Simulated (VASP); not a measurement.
Input of a VASP 6.6.1 run:

File INCAR:

```
ALGO = Normal ; EDIFF = 1E-7
ENCUT = 520 ; GGA = PS
ISIF = 2 ; ISMEAR = -1
LASPH = T ; LCHARG = F
LREAL = F ; LWAVE = F
NBANDS = 24 ; NELM = 100
PREC = Accurate ; SIGMA = 0.15
```

Contents of KPOINTS:

```
k-points
0
Gamma
  12 12 12
```

The input POSCAR:

```
CaZrAs2
1.0
    1.9518416447      1.1268962990      6.7366444341
   -1.9518416447      1.1268962990      6.7366444341
    0.0000000000     -2.2537925979      6.7366444341
Ca Zr As
1 1 2
Direct
    0.0000000000      0.0000000000      0.0000000000
    0.5000000000      0.5000000000      0.5000000000
    0.2426622328      0.2426622328      0.2426622328
    0.7573377672      0.7573377672      0.7573377672
```

Potentials or basis: VASP PAW PBE potentials, release 64 (Ca_sv, Zr_sv, As).

Command:

```sh
$ cat potpaw_PBE.64/Ca_sv/POTCAR potpaw_PBE.64/Zr_sv/POTCAR potpaw_PBE.64/As/POTCAR > POTCAR
$ mpirun -np 1 vasp_std > vasp.out
```

Q: What does it give for the pressure?

A: 0.3 GPa.

Q: What does it give for the largest force?

A: 0.005 eV/Å.

Q: Predict the band gap on the k mesh.

A: Zero (band 16 reaches 6.37 eV, above the bottom of band 17 at 5.03 eV).

Forces on the atoms (eV/Å):
```
Ca   0.000  0.000  0.000
Zr   0.000  0.000  0.000
As   0.000  0.000  0.005
As   0.000  0.000 -0.005
```

Caveat: the PAW data sets were made with another functional, which shifts forces and pressure a little.
